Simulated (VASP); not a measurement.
Write the native input for VASP 6.6.1 that does the following.

| Item | Value |
| --- | --- |
| Task | single point |
| Functional | PBE-based screened hybrid with 35 % exact exchange |
| Potentials or basis | VASP PAW PBE potentials, release 64 (Hg, Se) |
| Cutoff | 400 eV |
| k mesh | 6 × 6 × 6 |
| Occupations | gaussian, width 0.05 eV |
| Spin | no spin polarisation |
| Dipole correction | no |
| Grid for exact exchange (PRECFOCK) | Normal |
| Share of exact exchange | 0.35 |
| Further INCAR settings | ALGO = Normal; EDIFF = 1e-06; NBANDS = 16 |
| Screening parameter | 0.3 1/Å |

Crystal: HgSe.

```
Hg Se
1.0
     0.00000    3.03600    3.03600
     3.03600    0.00000    3.03600
     3.03600    3.03600    0.00000
Hg Se
1 1
Cartesian
  0.0000 0.0000 0.0000
  4.5540 4.5540 4.5540
```

The input as run:

POSCAR

```
HgSe
1.0
    0.0000000000      3.0359996146      3.0359996146
    3.0359996146      0.0000000000      3.0359996146
    3.0359996146      3.0359996146      0.0000000000
Hg Se
1 1
Direct
    0.0000000000      0.0000000000      0.0000000000
    0.7500000000      0.7500000000      0.7500000000
```

INCAR.step1

```
SYSTEM = HgSe
ALGO = Normal
EDIFF = 1E-5
ENCUT = 400
GGA = PE
GGA_COMPAT = .False.
ISIF = 2
ISMEAR = 0
LASPH = .True.
LCHARG = .False.
LREAL = .False.
LWAVE = .True.
NBANDS = 16
NELM = 120
PREC = Accurate
SIGMA = 0.05
```

INCAR.step2

```
SYSTEM = HgSe
AEXX = 0.35
ALGO = Normal
EDIFF = 1E-6
ENCUT = 400
GGA = PE
GGA_COMPAT = .False.
HFSCREEN = 0.3
ISIF = 2
ISMEAR = 0
ISTART = 1
LASPH = .True.
LCHARG = .False.
LHFCALC = .True.
LREAL = .False.
LWAVE = .False.
NBANDS = 16
NELM = 120
PREC = Accurate
PRECFOCK = Normal
SIGMA = 0.05
```

KPOINTS

```
k-points
0
Gamma
  6 6 6
  0 0 0
```

Potentials or basis: VASP PAW PBE potentials, release 64 (Hg, Se).

Run with:

```sh
$ cat potpaw_PBE.64/Hg/POTCAR potpaw_PBE.64/Se/POTCAR > POTCAR
$ cp INCAR.step1 INCAR
$ mpirun -np 1 vasp_std > vasp.out
$ cp INCAR.step2 INCAR
$ mpirun -np 1 vasp_std > vasp.out
```

Results of the run:

| Quantity | Value |
| --- | --- |
| Pressure | 2.8 GPa |
| Band gap on the k mesh | 0.02 eV |

Caveat: the smearing spreads over this small gap; the PAW data sets were made with another functional, which shifts forces and pressure a little; spin-orbit coupling is left out, which moves the levels of the heavy elements.

Run time: 31 min on 1 thread of Intel(R) Xeon(R) Platinum 8488C (Sapphire Rapids) (shared host), peak memory 0.29 GiB.
